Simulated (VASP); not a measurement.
# TiAl4Ni3 (P4/mmm) in VASP: a series of runs

Runs on TiAl4Ni3. Level: PBE. Tasks: single point.

All numbers are computed with VASP 6.6.1; they aren't measurements. Logs are shortened: lines on timing, memory, paths and dates and some standing lists are left out, and cuts for length are marked.

**1. The cell of the first run**

It takes space group P4/mmm (No. 123, tetragonal). Conventional cell: a = 4.029 Å, b = 4.029 Å, c = 6.505 Å, α = 90.00°, β = 90.00°, γ = 90.00°. Ti (site symmetry 4/mmm) has 8 Al at 2.68 Å and 6 Ni at 2.85 to 3.25 Å within 3.5 Å. Within 3.3 Å of Al (site symmetry 2mm) lie 6 Ni at 2.50 to 2.68 Å and 2 Ti at 2.68 Å and 5 Al at 2.85 to 2.97 Å. Within 3.5 Å of Ni (site symmetry 4/mmm) lie 8 Al at 2.68 Å and 4 Ti at 2.85 Å and 2 Ni at 3.25 Å. Ni (site symmetry 4/mmm) has 8 Al at 2.50 Å and 6 Ni at 2.85 to 3.25 Å within 3.3 Å. Within 3.3 Å of Ni (site symmetry 4/mmm) lie 8 Al at 2.50 Å and 4 Ni at 2.85 Å and 2 Ti at 3.25 Å.

**2. Single point, PBE**

Contents of INCAR:

```
  PREC = Accurate
  ENCUT = 520
  EDIFF = 1E-6
  ISMEAR = 0
  SIGMA = 0.1
  LREAL = F
  LASPH = T
  NELM = 60
  ALGO = Fast
  ISIF = 2
  LWAVE = F
  LCHARG = F
  GGA = PE
  NBANDS = 37
```

Contents of KPOINTS:

```
regular mesh
0
Gamma
  10 10 6
```

Contents of POSCAR:

```
TiAl4Ni3
1.0
    4.0288257147      0.0000000000      0.0000000000
    0.0000000000      4.0288257147      0.0000000000
    0.0000000000      0.0000000000      6.5051121309
Ti Al Ni
1 4 3
Direct
    0.5000000000      0.5000000000      0.0000000000
    0.5000000000      0.0000000000      0.7283507955
    0.0000000000      0.5000000000      0.7283507955
    0.5000000000      0.0000000000      0.2716492045
    0.0000000000      0.5000000000      0.2716492045
    0.0000000000      0.0000000000      0.0000000000
    0.0000000000      0.0000000000      0.5000000000
    0.5000000000      0.5000000000      0.5000000000
```

Potentials or basis: VASP PAW PBE potentials, release 64 (Ti_sv, Al, Ni).

Started as:

```console
cat potpaw_PBE.64/Ti_sv/POTCAR potpaw_PBE.64/Al/POTCAR potpaw_PBE.64/Ni/POTCAR > POTCAR
mpirun -np 1 vasp_std > vasp.out
```

OUTCAR:

```text
PREC = Accurate
   ENCUT = 520
   EDIFF = 1E-6
   ISMEAR = 0
   LREAL = F
   LASPH = T
   NELM = 60
   ISIF = 2
   GGA = PE

 ion  position               nearest neighbor table
   1  0.500  0.500  0.000-   2 2.68   3 2.68   4 2.68   5 2.68   2 2.68   4 2.68   3 2.68   5 2.68
                             6 2.85   6 2.85   6 2.85   6 2.85
   2  0.500  0.000  0.728-   7 2.50   8 2.50   8 2.50   7 2.50   1 2.68   1 2.68   6 2.68   6 2.68
                             3 2.85   3 2.85   3 2.85   3 2.85   4 2.97
   3  0.000  0.500  0.728-   7 2.50   8 2.50   7 2.50   8 2.50   6 2.68   1 2.68   1 2.68   6 2.68
                             2 2.85   2 2.85   2 2.85   2 2.85   5 2.97
   4  0.500  0.000  0.272-   7 2.50   8 2.50   8 2.50   7 2.50   1 2.68   1 2.68   6 2.68   6 2.68
                             5 2.85   5 2.85   5 2.85   5 2.85   2 2.97
   5  0.000  0.500  0.272-   7 2.50   8 2.50   7 2.50   8 2.50   6 2.68   1 2.68   1 2.68   6 2.68
                             4 2.85   4 2.85   4 2.85   4 2.85   3 2.97
   6  0.000  0.000  0.000-   2 2.68   3 2.68   4 2.68   5 2.68   3 2.68   5 2.68   2 2.68   4 2.68
                             1 2.85   1 2.85   1 2.85   1 2.85
   7  0.000  0.000  0.500-   2 2.50   3 2.50   4 2.50   5 2.50   3 2.50   5 2.50   2 2.50   4 2.50
                             8 2.85   8 2.85   8 2.85   8 2.85
   8  0.500  0.500  0.500-   2 2.50   3 2.50   4 2.50   5 2.50   2 2.50   4 2.50   3 2.50   5 2.50
                             7 2.85   7 2.85   7 2.85   7 2.85

  LATTYP: Found a simple tetragonal cell.
 ALAT       =     4.0288257147
 C/A-ratio  =     1.6146422287

  Lattice vectors:

 A1 = (   4.0288257147,   0.0000000000,   0.0000000000)
 A2 = (   0.0000000000,   4.0288257147,   0.0000000000)
 A3 = (   0.0000000000,   0.0000000000,   6.5051121309)

Analysis of symmetry for initial positions (statically):
=====================================================================
 Subroutine PRICEL returns:
 Original cell was already a primitive cell.

 Routine SETGRP: Setting up the symmetry group for a
 simple tetragonal supercell.

 Subroutine GETGRP returns: Found 16 space group operations
 (whereof 16 operations were pure point group operations)
 out of a pool of 16 trial point group operations.

The static configuration has the point symmetry D_4h.

Analysis of symmetry for dynamics (positions and initial velocities):
=====================================================================
 Subroutine PRICEL returns:
 Original cell was already a primitive cell.

 Routine SETGRP: Setting up the symmetry group for a
 simple tetragonal supercell.

 Subroutine GETGRP returns: Found 16 space group operations
 (whereof 16 operations were pure point group operations)
 out of a pool of 16 trial point group operations.

The dynamic configuration has the point symmetry D_4h.

 Subroutine INISYM returns: Found 16 space group operations
 (whereof 16 operations are pure point group operations),
 and found     1 'primitive' translations

----------------------------------------------------------------------------------------

                                     Primitive cell

  volume of cell :     105.5873

  direct lattice vectors                    reciprocal lattice vectors
     4.028825715  0.000000000  0.000000000     0.248211283  0.000000000  0.000000000
     0.000000000  4.028825715  0.000000000     0.000000000  0.248211283  0.000000000
     0.000000000  0.000000000  6.505112131     0.000000000  0.000000000  0.153725252

  length of vectors
     4.028825715  4.028825715  6.505112131     0.248211283  0.248211283  0.153725252

  position of ions in fractional coordinates (direct lattice)
     0.500000000  0.500000000  0.000000000
     0.500000000  0.000000000  0.728350795
     0.000000000  0.500000000  0.728350795
     0.500000000  0.000000000  0.271649205
     0.000000000  0.500000000  0.271649205
     0.000000000  0.000000000  0.000000000
     0.000000000  0.000000000  0.500000000
     0.500000000  0.500000000  0.500000000

  ion indices of the primitive-cell ions
   primitive index   ion index
                 1           1
                 2           2
                 3           3
                 4           4
                 5           5
                 6           6
                 7           7
                 8           8

----------------------------------------------------------------------------------------

 KPOINTS: regular mesh

Automatic generation of k-mesh.
 Grid dimensions read from file:
 generate k-points for:   10   10    6

 Generating k-lattice:

  Cartesian coordinates                     Fractional coordinates (reciprocal lattice)
     0.024821128  0.000000000  0.000000000     0.100000000  0.000000000  0.000000000
     0.000000000  0.024821128  0.000000000     0.000000000  0.100000000  0.000000000
     0.000000000  0.000000000  0.025620875     0.000000000  0.000000000  0.166666667

  Length of vectors
     0.024821128  0.024821128  0.025620875

  Shift w.r.t. Gamma in fractional coordinates (k-lattice)
     0.000000000  0.000000000  0.000000000

 Subroutine IBZKPT returns following result:
 ===========================================

 Found     84 irreducible k-points:

 Following reciprocal coordinates:
            Coordinates               Weight
  0.000000  0.000000  0.000000      1.000000
  0.100000  0.000000  0.000000      4.000000
  0.200000  0.000000  0.000000      4.000000
  0.300000  0.000000  0.000000      4.000000
  0.400000  0.000000  0.000000      4.000000
  0.500000  0.000000  0.000000      2.000000
[... 16 lines left out ...]
  0.100000  0.000000  0.166667      8.000000
  0.200000  0.000000  0.166667      8.000000
 [... further k-points ...]
   k-points           NKPTS =     84   k-points in BZ     NKDIM =     84   number of bands    NBANDS=     37
   number of dos      NEDOS =    301   number of ions     NIONS =      8
   total plane-waves  NPLWV =  43200
   dimension x,y,z NGX =    30 NGY =   30 NGZ =   48
   dimension x,y,z NGXF=    60 NGYF=   60 NGZF=   96
   ions per type =               1   4   3
   NGX,Y,Z   is equivalent  to a cutoff of  12.38, 12.38, 12.27 a.u.
   NGXF,Y,Z  is equivalent  to a cutoff of  24.76, 24.76, 24.53 a.u.
 SYSTEM =  unknown system
   PREC   = accura    normal or accurate (medium, high low for compatibility)
   ISTART =      0    job   : 0-new  1-cont  2-samecut
   ICHARG =      2    charge: 1-file 2-atom 10-const
   ISPIN  =      1    spin polarized calculation?
   LNONCOLLINEAR =      F non collinear calculations
   LSORBIT =      F    spin-orbit coupling
   LASPH  =      T    aspherical Exc in radial PAW
   ENCUT  =  520.0 eV  38.22 Ry    6.18 a.u.   7.49  7.49 12.10*2*pi/ulx,y,z
   NELM   =     60;   NELMIN=  2; NELMDL= -5     # of ELM steps
   EDIFF  = 0.1E-05   stopping-criterion for ELM
   LREAL  =      F    real-space projection
   EDIFFG = 0.1E-04   stopping-criterion for IOM
   NSW    =      0    number of steps for IOM
   IBRION =     -1    ionic relax: 0-MD 1-quasi-New 2-CG
   NFREE  =      0    steps in history (QN), initial steepest desc. (CG)
   ISIF   =      2    stress and relaxation
   ISYM   =      2    0-nonsym 1-usesym 2-fastsym
   POTIM  = 0.5000    time-step for ionic-motion
   TEBEG  =    0.0;   TEEND  =   0.0 temperature during run
   PSTRESS=    0.0 pullay stress
   NELECT =      54.0000    total number of electrons
   NUPDOWN=      -1.0000    fix difference up-down
   EMIN   =  10.00;   EMAX   =-10.00  energy-range for DOS
   EFERMI =   0.00;   METHOD = LEGACY
   ISMEAR =     0;   SIGMA  =   0.10  broadening in eV -4-tet -1-fermi 0-gaus
   EFERMI_NEDOS =   21; number of points for ismear=-14 and -15
   IALGO  =     68    algorithm
   IMIX   =      4    mixing-type and parameters
     AMIX     =   0.40;   BMIX     =  1.00
     AMIX_MAG =   1.60;   BMIX_MAG =  1.00
  volume/ion in A,a.u.               =      13.20        89.07
  Fermi-wavevector in a.u.,A,eV,Ry     =   1.309188  2.474007 23.320038  1.713974
  Thomas-Fermi vector in A             =   2.439804
   LORBIT       =      0    0 simple, 1 ext, 2 COOP (PROOUT), +10 PAW based schemes
   GGA     = PE    functional components
   LHFCALC =     F    Hartree Fock is set to
   AEXX    =    0.0000 exact exchange contribution
   IVDW    =     0    specifies the selected vdW correction
   LEPSILON=     F    determine dielectric tensor
   LRPA    =     F    only Hartree local field effects (RPA)
 non-spin polarized calculation
 RMM-DIIS sequential band-by-band and
 Gauss-broadening in eV      SIGMA  =   0.10
  energy-cutoff  :      520.00
  volume of cell :      105.59
 maximum number of plane-waves:      2876
 NGX is ok and might be reduce to    30
   NGX = 15   NGY = 15   NGZ = 25

 number of electron      53.9999981 magnetization

 Free energy of the ion-electron system (eV)
  ---------------------------------------------------
  ext. energy  EPLUGINS =         0.00000000
  ---------------------------------------------------
  free energy    TOTEN  =       -43.48242543 eV

  energy without entropy =      -43.45933810  energy(sigma->0) =      -43.47088177

 E-fermi :   9.2926     XC(G=0): -11.6776

 val. band max:        9.2864004701   @ k =   0.3000   0.1000   0.0000
 cond. band min:       9.2947983154   @ k =   0.5000   0.5000   0.0000
 fundamental gap:      0.0083978453
 Fermi energy:         9.2925692102

 k-point     1 :       0.0000    0.0000    0.0000
  band No.  band energies     occupation
      1     -47.2529      2.00000
      2     -23.5680      2.00000
      3     -23.5680      2.00000
      4     -23.5453      2.00000
      5      -1.1905      2.00000
      6       2.0222      2.00000
[... 29 lines left out ...]
     36      12.6530      0.00000
     37      14.1153      0.00000

 k-point     2 :       0.1000    0.0000    0.0000
  band No.  band energies     occupation
      1     -47.2529      2.00000
      2     -23.5696      2.00000
      3     -23.5680      2.00000
      4     -23.5452      2.00000
      5      -1.0956      2.00000
      6       2.0869      2.00000
[... 872 lines left out ...]
 k-point    24 :       0.2000    0.0000    0.1667
  band No.  band energies     occupation
      1     -47.2527      2.00000
      2     -23.5735      2.00000
      3     -23.5679      2.00000
      4     -23.5448      2.00000
      5      -0.7275      2.00000
      6       1.7342      2.00000
[... 29 lines left out ...]
     36      14.1801      0.00000
     37      14.3137      0.00000

 [... further k-points ...]

------------------------ aborting loop because EDIFF is reached ----------------------------------------

  FORCE on cell =-STRESS in cart. coord.  units (eV):
  Direction    XX          YY          ZZ          XY          YZ          ZX
  --------------------------------------------------------------------------------------
  -------------------------------------------------------------------------------------
  Total       -0.0231165     -0.0231165     -0.0550360      0.0000000     -0.0000000      0.0000000
  in kB       -0.3507686     -0.3507686     -0.8351145      0.0000000     -0.0000000      0.0000000
  external PRESSURE =      -0.5122172 kB  Pullay stress =       0.0000000 kB

 VOLUME and BASIS-vectors are now :
 -----------------------------------------------------------------------------
  energy-cutoff  :      520.00
  volume of cell :      105.59
      direct lattice vectors                 reciprocal lattice vectors
     4.028825715  0.000000000  0.000000000     0.248211283  0.000000000  0.000000000
     0.000000000  4.028825715  0.000000000     0.000000000  0.248211283  0.000000000
     0.000000000  0.000000000  6.505112131     0.000000000  0.000000000  0.153725252

 POSITION                                       TOTAL-FORCE (eV/Angst)
 -----------------------------------------------------------------------------------
      2.01441      2.01441      0.00000        -0.000000     -0.000000      0.000000
      2.01441      0.00000      4.73800        -0.000000      0.000000     -0.003765
      0.00000      2.01441      4.73800         0.000000      0.000000     -0.003765
      2.01441      0.00000      1.76711         0.000000      0.000000      0.003765
      0.00000      2.01441      1.76711        -0.000000      0.000000      0.003765
      0.00000      0.00000      0.00000        -0.000000     -0.000000      0.000000
      0.00000      0.00000      3.25256        -0.000000     -0.000000      0.000000
      2.01441      2.01441      3.25256        -0.000000     -0.000000      0.000000
 -----------------------------------------------------------------------------------
    total drift:                                0.000000      0.000000      0.000000

  FREE ENERGIE OF THE ION-ELECTRON SYSTEM (eV)
  ---------------------------------------------------
  free  energy   TOTEN  =       -43.4824254263 eV

  energy  without entropy=      -43.4593381045  energy(sigma->0) =      -43.47088177
```

Run time: 4.2 min. Hardware: 1 thread of AMD EPYC 9R45 (Zen 5), shared host; peak memory 0.38 GiB.

What came out:

```
Free energy            : -43.4824 eV
Pressure               : -0.1 GPa
Largest force          : 0.004 eV/Å
Band gap on the k mesh : zero (bands 27 and 28 overlap by 0.95 eV)
```

Forces on the atoms (eV/Å):
```
Ti   0.000  0.000  0.000
Al   0.000  0.000 -0.004
Al   0.000  0.000 -0.004
Al   0.000  0.000  0.004
Al   0.000  0.000  0.004
Ni   0.000  0.000  0.000
Ni   0.000  0.000  0.000
Ni   0.000  0.000  0.000
```

Spin polarisation is off, so any magnetic state and its effect on volume and gap are missing.

(Continued in part 2 of 2.)
